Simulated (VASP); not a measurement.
# RbBr (Pm-3m) in VASP: notebook, part 2 of 2

VASP 6.6.1.

**3. Single point, PBE (volume changed by -6%)**

The input, INCAR:

```
ALGO = Normal ; EDIFF = 1E-6
ENCUT = 520 ; GGA = PE
ISIF = 2 ; ISMEAR = 0
LASPH = T ; LCHARG = T
LELF = T ; LREAL = F
LVHAR = T ; LWAVE = F
NBANDS = 15 ; NELM = 80
PREC = Accurate ; SIGMA = 0.01
```

The input, KPOINTS:

```
k-points
0
Gamma
  6 6 6
```

The input, POSCAR:

```
RbBr
1.0
    4.1073086403      0.0000000000      0.0000000000
    0.0000000000      4.1073086403      0.0000000000
    0.0000000000      0.0000000000      4.1073086403
Rb Br
1 1
Direct
    0.0000000000      0.0000000000      0.0000000000
    0.5000000000      0.5000000000      0.5000000000
```

Potentials or basis: VASP PAW PBE potentials, release 64 (Rb_sv, Br).

Command:

```sh
$ cat potpaw_PBE.64/Rb_sv/POTCAR potpaw_PBE.64/Br/POTCAR > POTCAR
$ mpirun -np 1 vasp_std > vasp.out
```

OUTCAR:

```text
EDIFF = 1E-6
   ENCUT = 520
   GGA = PE
   ISIF = 2
   ISMEAR = 0
   LASPH = T
   LREAL = F
   NELM = 80
   PREC = Accurate

 ion  position               nearest neighbor table
   1  0.000  0.000  0.000-   2 3.56   2 3.56   2 3.56   2 3.56   2 3.56   2 3.56   2 3.56   2 3.56

   2  0.500  0.500  0.500-   1 3.56   1 3.56   1 3.56   1 3.56   1 3.56   1 3.56   1 3.56   1 3.56

  LATTYP: Found a simple cubic cell.
 ALAT       =     4.1073086403

  Lattice vectors:

 A1 = (   4.1073086403,   0.0000000000,   0.0000000000)
 A2 = (   0.0000000000,   4.1073086403,   0.0000000000)
 A3 = (   0.0000000000,   0.0000000000,   4.1073086403)

Analysis of symmetry for initial positions (statically):
=====================================================================
 Subroutine PRICEL returns:
 Original cell was already a primitive cell.

 Routine SETGRP: Setting up the symmetry group for a
 simple cubic supercell.

 Subroutine GETGRP returns: Found 48 space group operations
[... 9 lines left out ...]

 Routine SETGRP: Setting up the symmetry group for a
 simple cubic supercell.

 Subroutine GETGRP returns: Found 48 space group operations
[... 11 lines left out ...]
                                     Primitive cell

  volume of cell :      69.2902

  direct lattice vectors                    reciprocal lattice vectors
     4.107308640  0.000000000  0.000000000     0.243468433  0.000000000  0.000000000
     0.000000000  4.107308640  0.000000000     0.000000000  0.243468433  0.000000000
     0.000000000  0.000000000  4.107308640     0.000000000  0.000000000  0.243468433

  length of vectors
     4.107308640  4.107308640  4.107308640     0.243468433  0.243468433  0.243468433

  position of ions in fractional coordinates (direct lattice)
     0.000000000  0.000000000  0.000000000
     0.500000000  0.500000000  0.500000000

  ion indices of the primitive-cell ions
   primitive index   ion index
                 1           1
                 2           2
[... 92 lines left out ...]
   GGA     = PE    functional components
   LHFCALC =     F    Hartree Fock is set to
   AEXX    =    0.0000 exact exchange contribution
   IVDW    =     0    specifies the selected vdW correction
   LEPSILON=     F    determine dielectric tensor
   LRPA    =     F    only Hartree local field effects (RPA)
 non-spin polarized calculation
 Gauss-broadening in eV      SIGMA  =   0.01
  energy-cutoff  :      520.00
  volume of cell :       69.29
 maximum number of plane-waves:      1890
 NGX is ok and might be reduce to    32
   NGX = 15   NGY = 15   NGZ = 15

 number of electron      16.0000002 magnetization

 Free energy of the ion-electron system (eV)
  ---------------------------------------------------
  ext. energy  EPLUGINS =         0.00000000
  ---------------------------------------------------
  free energy    TOTEN  =        -5.99000678 eV

  energy without entropy =       -5.99000678  energy(sigma->0) =       -5.99000678

 E-fermi :  -0.5185     XC(G=0):  -7.9876

 val. band max:       -0.5988413959   @ k =   0.5000   0.5000   0.0000
 cond. band min:       3.5288533105   @ k =   0.0000   0.0000   0.0000
 fundamental gap:      4.1276947064
 Fermi energy:        -0.5185057429

 k-point     1 :       0.0000    0.0000    0.0000
  band No.  band energies     occupation
      1     -25.6819      2.00000
      2     -13.2399      2.00000
      3      -9.6630      2.00000
      4      -9.6630      2.00000
      5      -9.6630      2.00000
      6      -0.7529      2.00000
      7      -0.7529      2.00000
      8      -0.7529      2.00000
      9       3.5289      0.00000
     10       4.9650      0.00000
     11       4.9650      0.00000
     12       9.3685      0.00000
     13       9.3685      0.00000
     14       9.3685      0.00000
[... 329 lines left out ...]
      2     -12.9325      2.00000
      3      -9.8960      2.00000
      4      -9.8960      2.00000
      5      -9.8960      2.00000
      6      -1.9684      2.00000
      7      -1.9684      2.00000
      8      -1.9684      2.00000
      9       7.6814      0.00000
     10       7.6814      0.00000
     11       7.6814      0.00000
     12       8.8283      0.00000
     13       8.8283      0.00000
     14       8.8283      0.00000
     15      11.6122      0.00000

------------------------ aborting loop because EDIFF is reached ----------------------------------------

  FORCE on cell =-STRESS in cart. coord.  units (eV):
  Direction    XX          YY          ZZ          XY          YZ          ZX
  --------------------------------------------------------------------------------------
  -------------------------------------------------------------------------------------
  Total        0.4656056      0.4656056      0.4656056     -0.0000000     -0.0000000      0.0000000
  in kB       10.7660598     10.7660598     10.7660598     -0.0000000     -0.0000000      0.0000000
  external PRESSURE =      10.7660598 kB  Pullay stress =       0.0000000 kB

 VOLUME and BASIS-vectors are now :
 -----------------------------------------------------------------------------
  energy-cutoff  :      520.00
  volume of cell :       69.29
      direct lattice vectors                 reciprocal lattice vectors
     4.107308640  0.000000000  0.000000000     0.243468433  0.000000000  0.000000000
     0.000000000  4.107308640  0.000000000     0.000000000  0.243468433  0.000000000
     0.000000000  0.000000000  4.107308640     0.000000000  0.000000000  0.243468433

 POSITION                                       TOTAL-FORCE (eV/Angst)
 -----------------------------------------------------------------------------------
      0.00000      0.00000      0.00000         0.000000      0.000000      0.000000
      2.05365      2.05365      2.05365         0.000000      0.000000      0.000000
 -----------------------------------------------------------------------------------
    total drift:                                0.000000      0.000000     -0.000000

  FREE ENERGIE OF THE ION-ELECTRON SYSTEM (eV)
  ---------------------------------------------------
  free  energy   TOTEN  =        -5.9900067819 eV

  energy  without entropy=       -5.9900067819  energy(sigma->0) =       -5.99000678
```

OSZICAR:

```text
N       E                     dE             d eps       ncg     rms          rms(c)
DAV:   1     0.833602730600E+02    0.83360E+02   -0.68156E+03   600   0.928E+02
DAV:   2    -0.501071169477E+00   -0.83861E+02   -0.77178E+02   824   0.166E+02
DAV:   3    -0.610905062400E+01   -0.56080E+01   -0.55666E+01   820   0.430E+01
DAV:   4    -0.621958610284E+01   -0.11054E+00   -0.11052E+00   815   0.608E+00
DAV:   5    -0.622120838673E+01   -0.16223E-02   -0.16223E-02   857   0.624E-01    0.267E+00
DAV:   6    -0.601991662882E+01    0.20129E+00   -0.17644E-01   733   0.230E+00    0.180E+00
DAV:   7    -0.598701304197E+01    0.32904E-01   -0.10327E-01   754   0.183E+00    0.920E-01
DAV:   8    -0.599003723517E+01   -0.30242E-02   -0.13395E-02   702   0.697E-01    0.149E-01
DAV:   9    -0.598987781086E+01    0.15942E-03   -0.53958E-04   775   0.129E-01    0.619E-02
DAV:  10    -0.599000648992E+01   -0.12868E-03   -0.25221E-04   664   0.103E-01    0.117E-02
DAV:  11    -0.599000678189E+01   -0.29197E-06   -0.82948E-06   833   0.188E-02
   1 F= -.59900068E+01 E0= -.59900068E+01  d E =-.733704E-32
```

stdout:

```text
POSCAR found type information on POSCAR RbBr
 POSCAR found :  2 types and       2 ions
 scaLAPACK will be used
 LDA part: xc-table for (Slater+PW92), standard interpolation
 POSCAR, INCAR and KPOINTS ok, starting setup
 FFT: planning ... GRIDC
 FFT: planning ... GRID_SOFT
 FFT: planning ... GRID
 WAVECAR not read
 entering main loop
```

Run time: 17 s. Hardware: 1 thread of Intel Xeon Platinum 8259CL at 2.50GHz (Skylake/Cascade Lake), shared host; peak memory 0.18 GiB.

What came out:

| Property | Result |
| --- | --- |
| Free energy | -5.9900 eV |
| Pressure | 1.1 GPa |
| Band gap on the k mesh | 4.13 eV, indirect (least direct gap 4.28 eV) |

**4. Single point, PBE (volume changed by -3%)**

The input, INCAR:

```
PREC = Accurate
ENCUT = 520
EDIFF = 1E-7
ISMEAR = 0
SIGMA = 0.01
LREAL = F
LASPH = T
NELM = 80
ALGO = Normal
ISIF = 2
LWAVE = F
LCHARG = T
GGA = PE
LELF = T
LVHAR = T
NBANDS = 15
```

The input, KPOINTS:

```
regular mesh
0
Gamma
  6 6 6
```

The input, POSCAR:

```
RbBr
1.0
    4.1505466456      0.0000000000      0.0000000000
    0.0000000000      4.1505466456      0.0000000000
    0.0000000000      0.0000000000      4.1505466456
Rb Br
1 1
Direct
    0.0000000000      0.0000000000      0.0000000000
    0.5000000000      0.5000000000      0.5000000000
```

Potentials or basis: VASP PAW PBE potentials, release 64 (Rb_sv, Br).

Command:

```sh
$ cat potpaw_PBE.64/Rb_sv/POTCAR potpaw_PBE.64/Br/POTCAR > POTCAR
$ mpirun -np 1 vasp_std > vasp.out
```

OUTCAR:

```text
PREC = Accurate
   ENCUT = 520
   EDIFF = 1E-7
   ISMEAR = 0
   LREAL = F
   LASPH = T
   NELM = 80
   ISIF = 2
   GGA = PE

 ion  position               nearest neighbor table
   1  0.000  0.000  0.000-   2 3.59   2 3.59   2 3.59   2 3.59   2 3.59   2 3.59   2 3.59   2 3.59

   2  0.500  0.500  0.500-   1 3.59   1 3.59   1 3.59   1 3.59   1 3.59   1 3.59   1 3.59   1 3.59

  LATTYP: Found a simple cubic cell.
 ALAT       =     4.1505466456

  Lattice vectors:
[... 540 lines left out ...]
     15      11.2828      0.00000

------------------------ aborting loop because EDIFF is reached ----------------------------------------

  FORCE on cell =-STRESS in cart. coord.  units (eV):
  Direction    XX          YY          ZZ          XY          YZ          ZX
  --------------------------------------------------------------------------------------
  -------------------------------------------------------------------------------------
  Total        0.2376191      0.2376191      0.2376191      0.0000000      0.0000000      0.0000000
  in kB        5.3244665      5.3244665      5.3244665      0.0000000      0.0000000      0.0000000
  external PRESSURE =       5.3244665 kB  Pullay stress =       0.0000000 kB

 VOLUME and BASIS-vectors are now :
 -----------------------------------------------------------------------------
  energy-cutoff  :      520.00
  volume of cell :       71.50
      direct lattice vectors                 reciprocal lattice vectors
     4.150546646  0.000000000  0.000000000     0.240932119  0.000000000  0.000000000
     0.000000000  4.150546646  0.000000000     0.000000000  0.240932119  0.000000000
     0.000000000  0.000000000  4.150546646     0.000000000  0.000000000  0.240932119

 POSITION                                       TOTAL-FORCE (eV/Angst)
 -----------------------------------------------------------------------------------
      0.00000      0.00000      0.00000         0.000000      0.000000      0.000000
      2.07527      2.07527      2.07527         0.000000      0.000000      0.000000
 -----------------------------------------------------------------------------------
    total drift:                                0.000000      0.000000     -0.000000

  FREE ENERGIE OF THE ION-ELECTRON SYSTEM (eV)
  ---------------------------------------------------
  free  energy   TOTEN  =        -6.0011336331 eV

  energy  without entropy=       -6.0011336331  energy(sigma->0) =       -6.00113363
```

OSZICAR:

```text
N       E                     dE             d eps       ncg     rms          rms(c)
DAV:   1     0.818833952796E+02    0.81883E+02   -0.69744E+03   600   0.938E+02
DAV:   2    -0.814666074425E+00   -0.82698E+02   -0.78079E+02   850   0.165E+02
DAV:   3    -0.609654358697E+01   -0.52819E+01   -0.52668E+01   790   0.433E+01
DAV:   4    -0.623883665642E+01   -0.14229E+00   -0.14227E+00   905   0.663E+00
DAV:   5    -0.624007512416E+01   -0.12385E-02   -0.12385E-02   819   0.546E-01    0.254E+00
DAV:   6    -0.603233652779E+01    0.20774E+00   -0.18286E-01   740   0.229E+00    0.170E+00
DAV:   7    -0.599807708172E+01    0.34259E-01   -0.10408E-01   761   0.181E+00    0.885E-01
DAV:   8    -0.600114576635E+01   -0.30687E-02   -0.13527E-02   719   0.703E-01    0.144E-01
DAV:   9    -0.600099492497E+01    0.15084E-03   -0.55426E-04   803   0.128E-01    0.635E-02
DAV:  10    -0.600113175087E+01   -0.13683E-03   -0.24693E-04   664   0.103E-01    0.134E-02
DAV:  11    -0.600113195927E+01   -0.20840E-06   -0.89660E-06   847   0.199E-02    0.695E-03
DAV:  12    -0.600113356247E+01   -0.16032E-05   -0.25176E-06   684   0.116E-02    0.717E-04
DAV:  13    -0.600113363314E+01   -0.70670E-07   -0.90579E-08   729   0.217E-03
   1 F= -.60011336E+01 E0= -.60011336E+01  d E =-.963625E-66
```

It took 19 s on 1 thread of Intel Xeon Platinum 8259CL at 2.50GHz (Skylake/Cascade Lake), shared host; peak memory 0.18 GiB.

What came out:

- Free energy: -6.0011 eV
- Pressure: 0.5 GPa
- Band gap on the k mesh: 4.02 eV, indirect (least direct gap 4.17 eV)

 A k mesh can miss the band edges.

**5. Summary**

```csv
cell,gap on the mesh (eV),pressure (GPa)
"a = 4.124 Å, 2 atoms",4.09,0.9
"a = 4.107 Å, 2 atoms",4.13,1.1
"a = 4.151 Å, 2 atoms",4.02,0.5
```

Alike in all rows: task single point; level PBE; potentials or basis VASP PAW PBE potentials, release 64 (Rb_sv, Br); no spin polarisation; k mesh 6 × 6 × 6; cutoff (eV) 520; smearing gaussian 0.01 eV.

Total energies depend on the potentials used, so only differences within one code and one set of settings carry meaning.
